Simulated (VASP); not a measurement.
# Al2Cu (P4/mmm) in VASP: settings compared

The runs below take Al2Cu through single point, with PBEsol+D3(BJ), PBEsol+D4, PBEsol.

Everything below comes from runs of VASP 6.6.1. Logs are shortened: lines on timing, memory, paths and dates and some standing lists are left out, and cuts for length are marked.

**1. The cell of the first run**

It takes space group P4/mmm (No. 123, tetragonal). Conventional cell: a = 4.043 Å, b = 4.043 Å, c = 2.820 Å, α = 90.00°, β = 90.00°, γ = 90.00°. Cu (site symmetry 4/mmm) has 8 Al at 2.46 Å and 2 Cu at 2.82 Å within 3.3 Å. Al (site symmetry mmm) has 4 Cu at 2.46 Å and 6 Al at 2.82 to 2.86 Å within 3.3 Å.

**2. Single point, PBEsol+D3(BJ)**

Input file INCAR:

```
SYSTEM = Al2Cu
PREC = Accurate
ENCUT = 520
EDIFF = 1E-6
ISMEAR = -1
SIGMA = 0.05
LREAL = .False.
LASPH = .True.
NELM = 80
ALGO = Normal
ISIF = 2
LWAVE = .False.
LCHARG = .True.
GGA = PS
IVDW = 12
LELF = .True.
LVHAR = .True.
NBANDS = 16
```

Input file KPOINTS:

```
Automatic mesh
0
Gamma
  7 7 9
  0 0 0
```

Input file POSCAR:

```
Al2Cu
1.0
    4.0426999239      0.0000000000      0.0000000000
    0.0000000000      4.0426999239      0.0000000000
    0.0000000000      0.0000000000      2.8203992215
Cu Al
1 2
Direct
    0.0000000000      0.0000000000      0.0000000000
    0.0000000000      0.5000000000      0.5000000000
    0.5000000000      0.0000000000      0.5000000000
```

Potentials or basis: VASP PAW PBE potentials, release 64 (Cu, Al).

Command:

```console
> cat potpaw_PBE.64/Cu/POTCAR potpaw_PBE.64/Al/POTCAR > POTCAR
> mpirun -np 1 vasp_std > vasp.out
```

OUTCAR:

```text
SYSTEM = Al2Cu
   PREC = Accurate
   ENCUT = 520
   EDIFF = 1E-6
   ISMEAR = -1
   LREAL = .False.
   LASPH = .True.
   NELM = 80
   ISIF = 2
   GGA = PS
   IVDW = 12
 IVDW          = 12

 ion  position               nearest neighbor table
   1  0.000  0.000  0.000-   2 2.46   3 2.46   2 2.46   3 2.46   2 2.46   2 2.46   3 2.46   3 2.46

   2  0.000  0.500  0.500-   1 2.46   1 2.46   1 2.46   1 2.46   3 2.86   3 2.86   3 2.86   3 2.86

   3  0.500  0.000  0.500-   1 2.46   1 2.46   1 2.46   1 2.46   2 2.86   2 2.86   2 2.86   2 2.86

  LATTYP: Found a simple tetragonal cell.
 ALAT       =     4.0426999239
 C/A-ratio  =     0.6976523795

  Lattice vectors:

 A1 = (   4.0426999239,   0.0000000000,   0.0000000000)
 A2 = (   0.0000000000,   4.0426999239,   0.0000000000)
 A3 = (   0.0000000000,   0.0000000000,   2.8203992215)

Analysis of symmetry for initial positions (statically):
=====================================================================
 Subroutine PRICEL returns:
 Original cell was already a primitive cell.

 Routine SETGRP: Setting up the symmetry group for a
 simple tetragonal supercell.

 Subroutine GETGRP returns: Found 16 space group operations
 (whereof 16 operations were pure point group operations)
 out of a pool of 16 trial point group operations.

The static configuration has the point symmetry D_4h.

Analysis of symmetry for dynamics (positions and initial velocities):
=====================================================================
 Subroutine PRICEL returns:
 Original cell was already a primitive cell.

 Routine SETGRP: Setting up the symmetry group for a
 simple tetragonal supercell.

 Subroutine GETGRP returns: Found 16 space group operations
 (whereof 16 operations were pure point group operations)
 out of a pool of 16 trial point group operations.

The dynamic configuration has the point symmetry D_4h.

 Subroutine INISYM returns: Found 16 space group operations
 (whereof 16 operations are pure point group operations),
 and found     1 'primitive' translations

----------------------------------------------------------------------------------------

                                     Primitive cell

  volume of cell :      46.0950

  direct lattice vectors                    reciprocal lattice vectors
     4.042699924  0.000000000  0.000000000     0.247359443  0.000000000  0.000000000
     0.000000000  4.042699924  0.000000000     0.000000000  0.247359443  0.000000000
     0.000000000  0.000000000  2.820399222     0.000000000  0.000000000  0.354559735

  length of vectors
     4.042699924  4.042699924  2.820399222     0.247359443  0.247359443  0.354559735

  position of ions in fractional coordinates (direct lattice)
     0.000000000  0.000000000  0.000000000
     0.000000000  0.500000000  0.500000000
     0.500000000  0.000000000  0.500000000

  ion indices of the primitive-cell ions
   primitive index   ion index
                 1           1
                 2           2
                 3           3

----------------------------------------------------------------------------------------

 KPOINTS: Automatic mesh

Automatic generation of k-mesh.
 Grid dimensions read from file:
 generate k-points for:    7    7    9

 Generating k-lattice:

  Cartesian coordinates                     Fractional coordinates (reciprocal lattice)
     0.035337063  0.000000000  0.000000000     0.142857143  0.000000000  0.000000000
     0.000000000  0.035337063  0.000000000     0.000000000  0.142857143  0.000000000
     0.000000000  0.000000000  0.039395526     0.000000000  0.000000000  0.111111111

  Length of vectors
     0.035337063  0.035337063  0.039395526

  Shift w.r.t. Gamma in fractional coordinates (k-lattice)
     0.000000000  0.000000000  0.000000000

 Subroutine IBZKPT returns following result:
 ===========================================

 Found     50 irreducible k-points:

 Following reciprocal coordinates:
            Coordinates               Weight
  0.000000  0.000000  0.000000      1.000000
  0.142857  0.000000  0.000000      4.000000
  0.285714  0.000000  0.000000      4.000000
  0.428571  0.000000  0.000000      4.000000
  0.142857  0.142857  0.000000      4.000000
  0.285714  0.142857  0.000000      8.000000
[... 16 lines left out ...]
  0.285714  0.000000  0.222222      8.000000
  0.428571  0.000000  0.222222      8.000000
 [... further k-points ...]
   k-points           NKPTS =     50   k-points in BZ     NKDIM =     50   number of bands    NBANDS=     16
   number of dos      NEDOS =    301   number of ions     NIONS =      3
   total plane-waves  NPLWV =  21600
   dimension x,y,z NGX =    30 NGY =   30 NGZ =   24
   dimension x,y,z NGXF=    60 NGYF=   60 NGZF=   48
   ions per type =               1   2
   NGX,Y,Z   is equivalent  to a cutoff of  12.34, 12.34, 14.15 a.u.
   NGXF,Y,Z  is equivalent  to a cutoff of  24.67, 24.67, 28.29 a.u.
 SYSTEM =  Al2Cu
   PREC   = accura    normal or accurate (medium, high low for compatibility)
   ISTART =      0    job   : 0-new  1-cont  2-samecut
   ICHARG =      2    charge: 1-file 2-atom 10-const
   ISPIN  =      1    spin polarized calculation?
   LNONCOLLINEAR =      F non collinear calculations
   LSORBIT =      F    spin-orbit coupling
   LASPH  =      T    aspherical Exc in radial PAW
   ENCUT  =  520.0 eV  38.22 Ry    6.18 a.u.   7.52  7.52  5.24*2*pi/ulx,y,z
   NELM   =     80;   NELMIN=  2; NELMDL= -5     # of ELM steps
   EDIFF  = 0.1E-05   stopping-criterion for ELM
   LREAL  =      F    real-space projection
   EDIFFG = 0.1E-04   stopping-criterion for IOM
   NSW    =      0    number of steps for IOM
   IBRION =     -1    ionic relax: 0-MD 1-quasi-New 2-CG
   NFREE  =      0    steps in history (QN), initial steepest desc. (CG)
   ISIF   =      2    stress and relaxation
   ISYM   =      2    0-nonsym 1-usesym 2-fastsym
   POTIM  = 0.5000    time-step for ionic-motion
   TEBEG  =    0.0;   TEEND  =   0.0 temperature during run
   PSTRESS=    0.0 pullay stress
   NELECT =      17.0000    total number of electrons
   NUPDOWN=      -1.0000    fix difference up-down
   EMIN   =  10.00;   EMAX   =-10.00  energy-range for DOS
   EFERMI =   0.00;   METHOD = LEGACY
   ISMEAR =    -1;   SIGMA  =   0.05  broadening in eV -4-tet -1-fermi 0-gaus
   EFERMI_NEDOS =   21; number of points for ismear=-14 and -15
   IALGO  =     38    algorithm
   IMIX   =      4    mixing-type and parameters
     AMIX     =   0.40;   BMIX     =  1.00
     AMIX_MAG =   1.60;   BMIX_MAG =  1.00
  volume/ion in A,a.u.               =      15.36       103.69
  Fermi-wavevector in a.u.,A,eV,Ry     =   1.174014  2.218565 18.753030  1.378309
  Thomas-Fermi vector in A             =   2.310418
   LORBIT       =      0    0 simple, 1 ext, 2 COOP (PROOUT), +10 PAW based schemes
   GGA     = PS    functional components
   LHFCALC =     F    Hartree Fock is set to
   AEXX    =    0.0000 exact exchange contribution
   IVDW    =    12    specifies the selected vdW correction
   LEPSILON=     F    determine dielectric tensor
   LRPA    =     F    only Hartree local field effects (RPA)
 non-spin polarized calculation
  energy-cutoff  :      520.00
  volume of cell :       46.09
 maximum number of plane-waves:      1255
 NGX is ok and might be reduce to    30
   NGX = 15   NGY = 15   NGZ = 11

 number of electron      17.0000004 magnetization

 Free energy of the ion-electron system (eV)
  ---------------------------------------------------
  ext. energy  EPLUGINS =         0.00000000
  ---------------------------------------------------
  free energy    TOTEN  =       -12.54755339 eV

  energy without entropy =      -12.53558690  energy(sigma->0) =      -12.54157015

 E-fermi :   7.6467     XC(G=0): -10.7167

 val. band max:        7.6442014680   @ k =   0.2857   0.2857   0.2222
 cond. band min:       7.6588556591   @ k =   0.0000   0.0000   0.0000
 fundamental gap:      0.0146541911
 Fermi energy:         7.6467040232

 k-point     1 :       0.0000    0.0000    0.0000
  band No.  band energies     occupation
      1      -3.2654      2.00000
      2       1.9629      2.00000
      3       2.4432      2.00000
      4       3.1659      2.00000
      5       3.3946      2.00000
      6       3.3946      2.00000
[... 8 lines left out ...]
     15      14.9283      0.00000
     16      20.8607      0.00000

 k-point     2 :       0.1429    0.0000    0.0000
  band No.  band energies     occupation
      1      -3.0887      2.00000
      2       1.8481      2.00000
      3       2.4046      2.00000
      4       3.1135      2.00000
      5       3.3891      2.00000
      6       3.3956      2.00000
[... 8 lines left out ...]
     15      16.8328      0.00000
     16      20.1365      0.00000

 k-point     3 :       0.2857    0.0000    0.0000
  band No.  band energies     occupation
      1      -2.5771      2.00000
      2       1.1098      2.00000
      3       2.3682      2.00000
      4       3.0145      2.00000
      5       3.2823      2.00000
      6       3.3768      2.00000
[... 8 lines left out ...]
     15      18.7866      0.00000
     16      19.5684      0.00000

 k-point     4 :       0.4286    0.0000    0.0000
  band No.  band energies     occupation
      1      -1.8608      2.00000
      2      -0.0099      2.00000
      3       2.3857      2.00000
      4       2.9482      2.00000
      5       3.1017      2.00000
      6       3.3669      2.00000
[... 8 lines left out ...]
     15      17.6488      0.00000
     16      19.4896      0.00000

 k-point     5 :       0.1429    0.1429    0.0000
  band No.  band energies     occupation
      1      -2.9118      2.00000
      2       1.8114      2.00000
      3       2.3343      2.00000
      4       3.0373      2.00000
      5       3.3897      2.00000
      6       3.3906      2.00000
[... 8 lines left out ...]
     15      17.7073      0.00000
     16      19.9472      0.00000

 k-point     6 :       0.2857    0.1429    0.0000
  band No.  band energies     occupation
      1      -2.3992      2.00000
      2       1.2228      2.00000
      3       2.2687      2.00000
      4       2.9153      2.00000
      5       3.3654      2.00000
      6       3.3780      2.00000
[... 8 lines left out ...]
     15      18.9010      0.00000
     16      19.3252      0.00000
[... 267 lines left out ...]
 k-point    21 :       0.0000    0.0000    0.2222
  band No.  band energies     occupation
      1      -2.3301      2.00000
      2       2.2340      2.00000
      3       2.7414      2.00000
      4       2.8068      2.00000
      5       2.8068      2.00000
      6       3.2497      2.00000
[... 8 lines left out ...]
     15      16.4231      0.00000
     16      16.8060      0.00000

 k-point    22 :       0.1429    0.0000    0.2222
  band No.  band energies     occupation
      1      -2.1564      2.00000
      2       2.1351      2.00000
      3       2.6966      2.00000
      4       2.8179      2.00000
      5       2.8396      2.00000
      6       3.2188      2.00000
[... 8 lines left out ...]
     15      16.7367      0.00000
     16      17.5729      0.00000

 k-point    23 :       0.2857    0.0000    0.2222
  band No.  band energies     occupation
      1      -1.6523      2.00000
      2       1.5939      2.00000
      3       2.6534      2.00000
      4       2.8465      2.00000
      5       2.9456      2.00000
      6       3.1494      2.00000
[... 8 lines left out ...]
     15      17.2980      0.00000
     16      18.3914      0.00000

 k-point    24 :       0.4286    0.0000    0.2222
  band No.  band energies     occupation
      1      -0.9323      2.00000
      2       0.6509      2.00000
      3       2.6577      2.00000
      4       2.8764      2.00000
      5       3.0898      2.00000
      6       3.1180      2.00000
[... 8 lines left out ...]
     15      17.9839      0.00000
     16      18.9272      0.00000

 [... further k-points ...]

------------------------ aborting loop because EDIFF is reached ----------------------------------------

 Edisp (eV)   -1.08015

 E8    (eV) :    -0.7196

  FORCE on cell =-STRESS in cart. coord.  units (eV):
  Direction    XX          YY          ZZ          XY          YZ          ZX
  --------------------------------------------------------------------------------------
  -------------------------------------------------------------------------------------
  Total      -0.15774    -0.15774    -0.15475     0.00000     0.00000     0.00000
  in kB      -5.48262    -5.48262    -5.37883     0.00000     0.00000     0.00000
  external pressure =       -5.45 kB  Pullay stress =        0.00 kB

 VOLUME and BASIS-vectors are now :
 -----------------------------------------------------------------------------
  energy-cutoff  :      520.00
  volume of cell :       46.09
      direct lattice vectors                 reciprocal lattice vectors
     4.042699924  0.000000000  0.000000000     0.247359443  0.000000000  0.000000000
     0.000000000  4.042699924  0.000000000     0.000000000  0.247359443  0.000000000
     0.000000000  0.000000000  2.820399222     0.000000000  0.000000000  0.354559735

 POSITION                                       TOTAL-FORCE (eV/Angst)
 -----------------------------------------------------------------------------------
      0.00000      0.00000      0.00000         0.000000      0.000000      0.000000
      0.00000      2.02135      1.41020         0.000000      0.000000      0.000000
      2.02135      0.00000      1.41020         0.000000      0.000000      0.000000
 -----------------------------------------------------------------------------------
    total drift:                                0.000000      0.000000      0.000000

  FREE ENERGIE OF THE ION-ELECTRON SYSTEM (eV)
  ---------------------------------------------------
  free  energy   TOTEN  =       -13.6277004067 eV

  energy  without entropy=      -13.6157339208  energy(sigma->0) =      -13.62171716
```

Run time: 40 s. Hardware: 1 thread of Intel Xeon Platinum 8175M at 2.50GHz (Skylake/Cascade Lake), shared host; peak memory 0.18 GiB.

Results:

- Free energy: -13.6277 eV
- Pressure: -0.5 GPa
- Dispersion energy per atom: -0.360 eV

Levels at points of the mesh, in eV from the Fermi level:
| k point | band 4 | band 5 | band 6 | band 7 | band 8 | band 9 | band 10 | band 11 | band 12 | band 13 |
| --- | --- | --- | --- | --- | --- | --- | --- | --- | --- | --- |
| (0.00, 0.00, 0.00) | -4.48 | -4.25 | -4.25 | -2.54 | -2.54 | 0.01 | 0.80 | 6.32 | 6.32 | 6.44 |

Caveat: three body term missing; the PAW data sets were made with another functional, which shifts forces and pressure a little; pairwise dispersion overbinds metals, which lowers pressure and volume.

(Part 1 of 2 ends here.)
